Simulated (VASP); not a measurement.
Runs of VASP 6.6.1 on PbSe (Clausthalite). The structure is that of space group Fm-3m (No. 225), or close to it. The cells are those of the table. 

```csv
task,level,potentials or basis,spin,cell,k mesh,cutoff (eV),smearing,gap on the mesh (eV),pressure (GPa),relaxed volume (Å³/atom)
dielectric tensor,r2SCAN,"VASP PAW PBE potentials, release 64 (Pb_d, Se)",off,"a = 4.341 Å, angles 60.0°, 2 atoms",6 × 6 × 6,520,gaussian 0.01 eV,0.61,-,-
relaxation of cell and atoms,r2SCAN+rVV10,"VASP PAW PBE potentials, release 64 (Pb_d, Se)",off,"relaxed from a = 4.336 Å, angles 60.0°, 2 atoms",6 × 6 × 6,600,fermi-dirac 0.02 eV,0.58,0.0,29.03
relaxation of cell and atoms,PBE+D3(BJ),"VASP PAW PBE potentials, release 64 (Pb_d, Se)",off,"relaxed from a = 4.328 Å, angles 60.0°, 2 atoms",6 × 6 × 6,600,fermi-dirac 0.02 eV,0.31,0.0,(b)
single point,r2SCAN+rVV10,"VASP PAW PBE potentials, release 64 (Pb_d, Se)",off,"a = 4.341 Å, angles 60.0°, 2 atoms",6 × 6 × 6,520,fermi-dirac 0.02 eV,(c),(a),-
single point,PBE,"VASP PAW PBE potentials, release 64 (Pb_d, Se)",off,"a = 4.341 Å, angles 60.0°, 2 atoms",8 × 8 × 8,520,fermi-dirac 0.02 eV,0.32,1.9,-
single point,PBE,"VASP PAW PBE potentials, release 64 (Pb_d, Se)","non-collinear, zero start, SOC","a = 4.341 Å, angles 60.0°, 2 atoms",8 × 8 × 8,520,fermi-dirac 0.02 eV,-,1.6,-
single point,LDA,"VASP PAW LDA potentials, release 64 (Pb_d, Se)",off,"a = 4.341 Å, angles 60.0°, 2 atoms",8 × 8 × 8,520,gaussian 0.01 eV,0.19,-2.4,-
single point,PBE+D3(BJ),"VASP PAW PBE potentials, release 64 (Pb_d, Se)",off,"a = 4.336 Å, angles 60.0°, 2 atoms",6 × 6 × 6,520,fermi-dirac 0.02 eV,0.31,0.0,-
relaxation of cell and atoms,PBE+D4,"VASP PAW PBE potentials, release 64 (Pb_d, Se)",off,"relaxed from a = 4.336 Å, angles 60.0°, 2 atoms",6 × 6 × 6,600,fermi-dirac 0.02 eV,0.31,0.0,-
dielectric tensor,PBE,"VASP PAW PBE potentials, release 64 (Pb_d, Se)",off,"a = 4.341 Å, angles 60.0°, 2 atoms",6 × 6 × 6,520,gaussian 0.01 eV,0.32,-,-
single point,r2SCAN,"VASP PAW PBE potentials, release 64 (Pb_d, Se)",off,"a = 4.341 Å, angles 60.0°, 2 atoms",8 × 8 × 8,520,gaussian 0.01 eV,0.61,1.0,-
single point,PBE,"VASP PAW PBE potentials, release 64 (Pb_d, Se)",off,"a = 4.341 Å, angles 60.0°, 2 atoms",4 × 4 × 4,500,gaussian 0.01 eV,0.32,1.9,-
```

Question: Estimate the missing entries.

Answer: (a) 0.2; (b) 28.83; (c) 0.57.

Caveats: some runs use coarse meshes; spin-orbit coupling is left out, which moves the levels of the heavy elements (some runs); the PAW data sets were made with another functional, which shifts forces and pressure a little (some runs); the gap is small at this level, which inflates the dielectric constant (some runs); the relaxation stopped at its first step, so nothing moved (some runs).

A k mesh can miss the band edges, and rows without SOC leave out spin-orbit coupling on Pb, Se.
